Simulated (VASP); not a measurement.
A run of VASP 6.6.1 is set up as follows.

The input INCAR:

```
  PREC = Accurate
  ENCUT = 520
  EDIFF = 1E-7
  ISMEAR = 0
  SIGMA = 0.05
  LREAL = F
  LASPH = T
  NELM = 150
  ALGO = Normal
  ISIF = 2
  LWAVE = F
  LCHARG = T
  ISPIN = 2
  MAGMOM = 1.05 1.05
  LORBIT = 11
  GGA = PE
  LELF = T
  LVHAR = T
  NBANDS = 12
```

File KPOINTS:

```
regular mesh
0
Gamma
  6 6 6
```

The input POSCAR:

```
H
1.0
    5.0603180419      0.0000000000      0.0000000000
   -2.5301590210      4.3823639755      0.0000000000
    0.0000000000      0.0000000000      4.5598525876
H
2
Direct
    0.3333333333      0.6666666667      0.2500000000
    0.6666666667      0.3333333333      0.7500000000
```

Potentials or basis: VASP PAW PBE potentials, release 64 (H).

Run with:

```console
$ cat potpaw_PBE.64/H/POTCAR > POTCAR
$ mpirun -np 1 vasp_std > vasp.out
```

(1) What does it give for the site moments?

(2) What does it give for the band gap on the k mesh?

(3) Predict the net moment.

(4) Predict the pressure.

Answers

(1) H +0.38 μB.

(2) 6.87 eV, indirect (least direct gap 7.35 eV).

(3) 2.00 μB per cell.

(4) 0.0 GPa.
